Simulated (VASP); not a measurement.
# B (Pm-3n) in VASP: a series of runs, part 2 of 2

VASP 6.6.1.

## Step 3: Single point, revPBE

INCAR reads:

```
SYSTEM = B
PREC = Accurate
ENCUT = 520
EDIFF = 1E-6
ISMEAR = -1
SIGMA = 0.1
LREAL = .False.
LASPH = .True.
NELM = 80
ALGO = Normal
ISIF = 2
LWAVE = .False.
LCHARG = .False.
GGA = RE
NBANDS = 22
```

KPOINTS reads:

```
regular mesh
0
Gamma
  9 9 9
  0 0 0
```

POSCAR reads:

```
B
1.0
    3.6804902202      0.0000000000      0.0000000000
    0.0000000000      3.6804902202      0.0000000000
    0.0000000000      0.0000000000      3.6804902202
B
8
Direct
    0.0000000000      1.0000000000      1.0000000000
    0.5000000000      0.5000000000      0.5000000000
    0.2500000000      1.0000000000      0.5000000000
    0.7500000000      0.0000000000      0.5000000000
    0.5000000000      0.2500000000      1.0000000000
    0.5000000000      0.7500000000      0.0000000000
    1.0000000000      0.5000000000      0.2500000000
    1.0000000000      0.5000000000      0.7500000000
```

Potentials or basis: VASP PAW PBE potentials, release 64 (B).

The run is started by

```
$ cat potpaw_PBE.64/B/POTCAR > POTCAR
$ mpirun -np 1 vasp_std > vasp.out
```

OUTCAR:

```text
SYSTEM = B
   PREC = Accurate
   ENCUT = 520
   EDIFF = 1E-6
   ISMEAR = -1
   LREAL = .False.
   LASPH = .True.
   NELM = 80
   ISIF = 2
   GGA = RE

 ion  position               nearest neighbor table
   1  0.000  0.000  0.000-   3 2.06   4 2.06   5 2.06   6 2.06   7 2.06   8 2.06   3 2.06   4 2.06
                             7 2.06   8 2.06   5 2.06   6 2.06
   2  0.500  0.500  0.500-   3 2.06   4 2.06   5 2.06   6 2.06   7 2.06   8 2.06   5 2.06   6 2.06
                             3 2.06   4 2.06   7 2.06   8 2.06
   3  0.250  0.000  0.500-   4 1.84   4 1.84   1 2.06   1 2.06   2 2.06   2 2.06
   4  0.750  0.000  0.500-   3 1.84   3 1.84   1 2.06   1 2.06   2 2.06   2 2.06
   5  0.500  0.250  0.000-   6 1.84   6 1.84   1 2.06   2 2.06   2 2.06   1 2.06
   6  0.500  0.750  0.000-   5 1.84   5 1.84   1 2.06   2 2.06   2 2.06   1 2.06
   7  0.000  0.500  0.250-   8 1.84   8 1.84   1 2.06   2 2.06   1 2.06   2 2.06
   8  0.000  0.500  0.750-   7 1.84   7 1.84   1 2.06   2 2.06   1 2.06   2 2.06

  LATTYP: Found a simple cubic cell.
 ALAT       =     3.6804902202

  Lattice vectors:

 A1 = (   3.6804902202,   0.0000000000,   0.0000000000)
 A2 = (   0.0000000000,   3.6804902202,   0.0000000000)
 A3 = (   0.0000000000,   0.0000000000,   3.6804902202)

Analysis of symmetry for initial positions (statically):
=====================================================================
 Subroutine PRICEL returns:
 Original cell was already a primitive cell.

 Routine SETGRP: Setting up the symmetry group for a
 simple cubic supercell.

 Subroutine GETGRP returns: Found 48 space group operations
 (whereof 24 operations were pure point group operations)
 out of a pool of 48 trial point group operations.

The static configuration has the point symmetry T_h .
 The point group associated with its full space group is O_h .

Analysis of symmetry for dynamics (positions and initial velocities):
=====================================================================
 Subroutine PRICEL returns:
 Original cell was already a primitive cell.

 Routine SETGRP: Setting up the symmetry group for a
 simple cubic supercell.

 Subroutine GETGRP returns: Found 48 space group operations
 (whereof 24 operations were pure point group operations)
 out of a pool of 48 trial point group operations.

The dynamic configuration has the point symmetry T_h .
 The point group associated with its full space group is O_h .

 Subroutine INISYM returns: Found 48 space group operations
 (whereof 24 operations are pure point group operations),
 and found     1 'primitive' translations

----------------------------------------------------------------------------------------

                                     Primitive cell

  volume of cell :      49.8560

  direct lattice vectors                    reciprocal lattice vectors
     3.680490220  0.000000000  0.000000000     0.271702936  0.000000000  0.000000000
     0.000000000  3.680490220  0.000000000     0.000000000  0.271702936  0.000000000
     0.000000000  0.000000000  3.680490220     0.000000000  0.000000000  0.271702936

  length of vectors
     3.680490220  3.680490220  3.680490220     0.271702936  0.271702936  0.271702936

  position of ions in fractional coordinates (direct lattice)
     0.000000000  0.000000000  0.000000000
     0.500000000  0.500000000  0.500000000
[... 51 lines left out ...]
  0.111111  0.111111  0.000000     12.000000
[... 16 lines left out ...]
  0.333333  0.333333  0.111111     24.000000
  0.444444  0.333333  0.111111     48.000000
 [... further k-points ...]
   k-points           NKPTS =     35   k-points in BZ     NKDIM =     35   number of bands    NBANDS=     22
   number of dos      NEDOS =    301   number of ions     NIONS =      8
   total plane-waves  NPLWV =  21952
   dimension x,y,z NGX =    28 NGY =   28 NGZ =   28
   dimension x,y,z NGXF=    56 NGYF=   56 NGZF=   56
   ions per type =               8
   NGX,Y,Z   is equivalent  to a cutoff of  12.65, 12.65, 12.65 a.u.
   NGXF,Y,Z  is equivalent  to a cutoff of  25.29, 25.29, 25.29 a.u.
 SYSTEM =  B
   PREC   = accura    normal or accurate (medium, high low for compatibility)
   ISTART =      0    job   : 0-new  1-cont  2-samecut
   ICHARG =      2    charge: 1-file 2-atom 10-const
   ISPIN  =      1    spin polarized calculation?
   LNONCOLLINEAR =      F non collinear calculations
   LSORBIT =      F    spin-orbit coupling
   LASPH  =      T    aspherical Exc in radial PAW
   ENCUT  =  520.0 eV  38.22 Ry    6.18 a.u.   6.84  6.84  6.84*2*pi/ulx,y,z
   NELM   =     80;   NELMIN=  2; NELMDL= -5     # of ELM steps
   EDIFF  = 0.1E-05   stopping-criterion for ELM
   LREAL  =      F    real-space projection
   EDIFFG = 0.1E-04   stopping-criterion for IOM
   NSW    =      0    number of steps for IOM
   IBRION =     -1    ionic relax: 0-MD 1-quasi-New 2-CG
   NFREE  =      0    steps in history (QN), initial steepest desc. (CG)
   ISIF   =      2    stress and relaxation
   ISYM   =      2    0-nonsym 1-usesym 2-fastsym
   POTIM  = 0.5000    time-step for ionic-motion
   TEBEG  =    0.0;   TEEND  =   0.0 temperature during run
   PSTRESS=    0.0 pullay stress
   NELECT =      24.0000    total number of electrons
   NUPDOWN=      -1.0000    fix difference up-down
   EMIN   =  10.00;   EMAX   =-10.00  energy-range for DOS
   EFERMI =   0.00;   METHOD = LEGACY
   ISMEAR =    -1;   SIGMA  =   0.10  broadening in eV -4-tet -1-fermi 0-gaus
   EFERMI_NEDOS =   21; number of points for ismear=-14 and -15
   IALGO  =     38    algorithm
   IMIX   =      4    mixing-type and parameters
     AMIX     =   0.40;   BMIX     =  1.00
     AMIX_MAG =   1.60;   BMIX_MAG =  1.00
  volume/ion in A,a.u.               =       6.23        42.06
  Fermi-wavevector in a.u.,A,eV,Ry     =   1.283038  2.424591 22.397733  1.646187
  Thomas-Fermi vector in A             =   2.415314
   LORBIT       =      0    0 simple, 1 ext, 2 COOP (PROOUT), +10 PAW based schemes
   GGA     = RE    functional components
   LHFCALC =     F    Hartree Fock is set to
   AEXX    =    0.0000 exact exchange contribution
   IVDW    =     0    specifies the selected vdW correction
   LEPSILON=     F    determine dielectric tensor
   LRPA    =     F    only Hartree local field effects (RPA)
 non-spin polarized calculation
  energy-cutoff  :      520.00
  volume of cell :       49.86
 maximum number of plane-waves:      1357
 NGX is ok and might be reduce to    28
   NGX = 13   NGY = 13   NGZ = 13

 number of electron      24.0000002 magnetization

 Free energy of the ion-electron system (eV)
  ---------------------------------------------------
  ext. energy  EPLUGINS =         0.00000000
  ---------------------------------------------------
  free energy    TOTEN  =       -39.62992158 eV

  energy without entropy =      -39.56665072  energy(sigma->0) =      -39.59828615

 E-fermi :   9.9893     XC(G=0): -12.7768

 val. band max:        9.9612249437   @ k =   0.1111   0.0000   0.0000
 cond. band min:       9.9939753266   @ k =   0.3333   0.3333   0.2222
 fundamental gap:      0.0327503829
 Fermi energy:         9.9892687632

 k-point     1 :       0.0000    0.0000    0.0000
  band No.  band energies     occupation
      1      -8.6247      2.00000
      2      -0.2425      2.00000
      3      -0.2425      2.00000
      4      -0.2425      2.00000
      5       0.5195      2.00000
      6       0.5195      2.00000
[... 589 lines left out ...]
     21      17.1150      0.00000
     22      17.6459      0.00000

 [... further k-points ...]

------------------------ aborting loop because EDIFF is reached ----------------------------------------

  FORCE on cell =-STRESS in cart. coord.  units (eV):
  Direction    XX          YY          ZZ          XY          YZ          ZX
  --------------------------------------------------------------------------------------
  -------------------------------------------------------------------------------------
  Total       -0.1829436     -0.1829436     -0.1829436     -0.0000000     -0.0000000     -0.0000000
  in kB       -5.8791010     -5.8791010     -5.8791010     -0.0000000     -0.0000000     -0.0000000
  external PRESSURE =      -5.8791010 kB  Pullay stress =       0.0000000 kB

 VOLUME and BASIS-vectors are now :
 -----------------------------------------------------------------------------
  energy-cutoff  :      520.00
  volume of cell :       49.86
      direct lattice vectors                 reciprocal lattice vectors
     3.680490220  0.000000000  0.000000000     0.271702936  0.000000000  0.000000000
     0.000000000  3.680490220  0.000000000     0.000000000  0.271702936  0.000000000
     0.000000000  0.000000000  3.680490220     0.000000000  0.000000000  0.271702936

 POSITION                                       TOTAL-FORCE (eV/Angst)
 -----------------------------------------------------------------------------------
      0.00000      0.00000      0.00000         0.000000      0.000000      0.000000
      1.84025      1.84025      1.84025         0.000000      0.000000      0.000000
      0.92012      0.00000      1.84025        -0.000000     -0.000000     -0.000000
      2.76037      0.00000      1.84025         0.000000      0.000000     -0.000000
      1.84025      0.92012      0.00000         0.000000      0.000000     -0.000000
      1.84025      2.76037      0.00000        -0.000000     -0.000000      0.000000
      0.00000      1.84025      0.92012        -0.000000     -0.000000      0.000000
      0.00000      1.84025      2.76037         0.000000      0.000000     -0.000000
 -----------------------------------------------------------------------------------
    total drift:                                0.000000      0.000000     -0.000000

  FREE ENERGIE OF THE ION-ELECTRON SYSTEM (eV)
  ---------------------------------------------------
  free  energy   TOTEN  =       -39.6299215836 eV

  energy  without entropy=      -39.5666507174  energy(sigma->0) =      -39.59828615
```

Wall time 23 s (1 thread of Intel Xeon Platinum 8259CL at 2.50GHz (Skylake/Cascade Lake), shared host); peak memory 0.16 GiB.

Results:

- Free energy: -39.6299 eV
- Pressure: -0.6 GPa
- Band gap on the k mesh: zero (band 12 reaches 13.48 eV, above the bottom of band 13 at 9.03 eV)

Caveat: the PAW data sets were made with another functional, which shifts forces and pressure a little.

## Step 4: Relaxation of cell and atoms, revPBE

This run uses another cell than the first one, of 6.55 Å³/atom, 1.052 times its volume.

INCAR reads:

```
PREC = Accurate
ENCUT = 600
EDIFF = 1E-7
ISMEAR = -1
SIGMA = 0.1
LREAL = False
LASPH = True
NELM = 80
ALGO = Normal
ISIF = 3
LWAVE = False
LCHARG = False
GGA = RE
IBRION = 2
NSW = 80
EDIFFG = -0.01
```

KPOINTS reads:

```
Automatic mesh
0
Gamma
  7 7 7
```

POSCAR reads:

```
B
1.0
    3.7428346132      0.0000000000      0.0000000000
    0.0000000000      3.7428346132      0.0000000000
    0.0000000000      0.0000000000      3.7428346132
B
8
Direct
    0.0000000000      0.0000000000      0.0000000000
    0.5000000000      0.5000000000      0.5000000000
    0.2500000000      0.0000000000      0.5000000000
    0.7500000000      0.0000000000      0.5000000000
    0.5000000000      0.2500000000      0.0000000000
    0.5000000000      0.7500000000      0.0000000000
    0.0000000000      0.5000000000      0.2500000000
    0.0000000000      0.5000000000      0.7500000000
```

Potentials or basis: VASP PAW PBE potentials, release 64 (B).

The run is started by

```
$ cat potpaw_PBE.64/B/POTCAR > POTCAR
$ mpirun -np 1 vasp_std > vasp.out
```

OUTCAR:

```text
PREC = Accurate
   ENCUT = 600
   EDIFF = 1E-7
   ISMEAR = -1
   LREAL = False
   LASPH = True
   NELM = 80
   ISIF = 3
   GGA = RE
   IBRION = 2
   NSW = 80
   EDIFFG = -0.01

 ion  position               nearest neighbor table
   1  0.000  0.000  0.000-   3 2.09   4 2.09   5 2.09   6 2.09   7 2.09   8 2.09   3 2.09   4 2.09
                             7 2.09   8 2.09   5 2.09   6 2.09
   2  0.500  0.500  0.500-   3 2.09   4 2.09   5 2.09   6 2.09   7 2.09   8 2.09   5 2.09   6 2.09
                             3 2.09   4 2.09   7 2.09   8 2.09
   3  0.250  0.000  0.500-   4 1.87   4 1.87   1 2.09   1 2.09   2 2.09   2 2.09
   4  0.750  0.000  0.500-   3 1.87   3 1.87   1 2.09   1 2.09   2 2.09   2 2.09
   5  0.500  0.250  0.000-   6 1.87   6 1.87   1 2.09   2 2.09   2 2.09   1 2.09
   6  0.500  0.750  0.000-   5 1.87   5 1.87   1 2.09   2 2.09   2 2.09   1 2.09
   7  0.000  0.500  0.250-   8 1.87   8 1.87   1 2.09   2 2.09   1 2.09   2 2.09
   8  0.000  0.500  0.750-   7 1.87   7 1.87   1 2.09   2 2.09   1 2.09   2 2.09

  LATTYP: Found a simple cubic cell.
 ALAT       =     3.7428346132

  Lattice vectors:

 A1 = (   3.7428346132,   0.0000000000,   0.0000000000)
 A2 = (   0.0000000000,   3.7428346132,   0.0000000000)
 A3 = (   0.0000000000,   0.0000000000,   3.7428346132)

Analysis of symmetry for initial positions (statically):
=====================================================================
 Subroutine PRICEL returns:
 Original cell was already a primitive cell.

 Routine SETGRP: Setting up the symmetry group for a
 simple cubic supercell.

 Subroutine GETGRP returns: Found 48 space group operations
 (whereof 24 operations were pure point group operations)
[... 165 lines left out ...]

 number of electron      23.9999998 magnetization

 Free energy of the ion-electron system (eV)
  ---------------------------------------------------
  ext. energy  EPLUGINS =         0.00000000
  ---------------------------------------------------
  free energy    TOTEN  =       -39.56115580 eV

  energy without entropy =      -39.50503573  energy(sigma->0) =      -39.53309576

 E-fermi :   9.3871     XC(G=0): -12.5690

 val. band max:        9.3397870705   @ k =   0.0000   0.0000   0.0000
 cond. band min:       9.5291565372   @ k =   0.1429   0.0000   0.0000
 fundamental gap:      0.1893694666
 Fermi energy:         9.3870998792

 k-point     1 :       0.0000    0.0000    0.0000
  band No.  band energies     occupation
      1      -8.6400      2.00000
      2      -0.4131      2.00000
      3      -0.4131      2.00000
      4      -0.4131      2.00000
      5       0.2187      2.00000
      6       0.2187      2.00000
[... 472 lines left out ...]
--------------------------------------- Ionic step        3  -------------------------------------------

 number of electron      24.0000001 magnetization

 Free energy of the ion-electron system (eV)
  ---------------------------------------------------
  ext. energy  EPLUGINS =         0.00000000
  ---------------------------------------------------
  free energy    TOTEN  =       -39.65542733 eV

  energy without entropy =      -39.59905806  energy(sigma->0) =      -39.62724269

 E-fermi :  10.0095     XC(G=0): -12.7822

 val. band max:        9.9365795269   @ k =   0.2857   0.0000   0.0000
 cond. band min:      10.0506324803   @ k =   0.1429   0.0000   0.0000
 fundamental gap:      0.1140529534
 Fermi energy:        10.0094692533

 k-point     1 :       0.0000    0.0000    0.0000
  band No.  band energies     occupation
      1      -8.6252      2.00000
      2      -0.2387      2.00000
      3      -0.2387      2.00000
      4      -0.2387      2.00000
      5       0.5226      2.00000
      6       0.5226      2.00000
[... 424 lines left out ...]
  FREE ENERGIE OF THE ION-ELECTRON SYSTEM (eV)
  ---------------------------------------------------
  free  energy   TOTEN  =       -39.6554273257 eV

  energy  without entropy=      -39.5990580610  energy(sigma->0) =      -39.62724269

 reached required accuracy - stopping structural energy minimisation
```

Run time: 35 s. Hardware: 1 thread of Intel Xeon Platinum 8259CL at 2.50GHz (Skylake/Cascade Lake), shared host; peak memory 0.16 GiB.

Results:

```
Free energy                            : -39.6554 eV
Relaxed volume                         : 6.22 Å³/atom
Relaxed cell                           : a = 3.679 Å, b = 3.679 Å, c = 3.679 Å, α = 90.00°, β = 90.00°, γ = 90.00°
Space group after relaxing (to 0.05 Å) : Pm-3n (No. 223)
Energy gained by relaxing              : 11.8 meV/atom
Ionic steps                            : 3
Pressure after relaxing                : 0.0 GPa
Band gap on the k mesh                 : zero (band 12 reaches 13.17 eV, above the bottom of band 13 at 9.37 eV)
```

Step by step:
```
step  energy change (eV)  largest force (eV/Å)  pressure (GPa)  volume (Å³)
   1              0.0000                0.0000          -11.01        52.43
   2             -0.0866                0.0000            3.50        49.09
   3             -0.0943                0.0000            0.02        49.80
```

Final structure:
```
B
1.0
     3.67906    0.00000    0.00000
     0.00000    3.67906    0.00000
     0.00000    0.00000    3.67906
B
8
Direct
  0.00000 0.00000 0.00000
  0.50000 0.50000 0.50000
  0.25000 0.00000 0.50000
  0.75000 0.00000 0.50000
  0.50000 0.25000 0.00000
  0.50000 0.75000 0.00000
  0.00000 0.50000 0.25000
  0.00000 0.50000 0.75000
```

Caveat: the PAW data sets were made with another functional, which shifts forces and pressure a little.

## Step 5: Summary

| task | cell | k mesh | cutoff (eV) | gap on the mesh (eV) | pressure (GPa) |
| --- | --- | --- | --- | --- | --- |
| single point | a = 3.680 Å, 8 atoms | 7 × 7 × 7 | 520 | none | -0.2 |
| single point | a = 3.680 Å, 8 atoms | 9 × 9 × 9 | 520 | none | -0.6 |
| relaxation of cell and atoms | relaxed from a = 3.743 Å, 8 atoms | 7 × 7 × 7 | 600 | none | 0.0 |

Alike in all rows: level revPBE; potentials or basis VASP PAW PBE potentials, release 64 (B); no spin polarisation; smearing fermi-dirac 0.1 eV.

Caveats: the PAW data sets were made with another functional, which shifts forces and pressure a little.

Absolute energies hang on the potentials; compare differences alone.
